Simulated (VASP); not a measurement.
Ir:

```
CELL_PARAMETERS angstrom
1.91507 1.91507 0.00000
-1.91507 1.91507 0.00000
0.00000 0.00000 3.83014
ATOMIC_POSITIONS crystal
Ir 0.00000 0.00000 0.00000
Ir 0.50000 0.50000 0.50000
```

Base run:

| Item | Value |
| --- | --- |
| Program | VASP 6.6.1 |
| Functional | PBEsol |
| Potentials or basis | VASP PAW PBE potentials, release 64 (Ir_sv_GW) |
| Cutoff | 560 eV |
| k mesh | 20 × 20 × 14 |
| Occupations | gaussian, width 0.1 eV |
| Spin | no spin polarisation |

Its results: band gap on the k mesh zero (bands 17 and 18 overlap by 3.43 eV); pressure -1.8 GPa.

**Question.** The run is repeated on the same cell with these changes: potentials or basis from VASP PAW PBE potentials, release 64 (Ir_sv_GW) to VASP PAW PBE potentials, release 64 (Ir); cutoff from 560 eV to 520 eV; further incar settings from ALGO = Normal; EDIFF = 1e-06; NBANDS = 24 to ALGO = Fast; EDIFF = 1e-07; NBANDS = 16; valence electrons from 34 to 18. What comes out?

**Answer.** Band gap on the k mesh zero (bands 9 and 10 overlap by 3.42 eV); pressure 1.0 GPa.

Caveats: the PAW data sets were made with another functional, which shifts forces and pressure a little; spin-orbit coupling is left out, which moves the levels of the heavy elements.
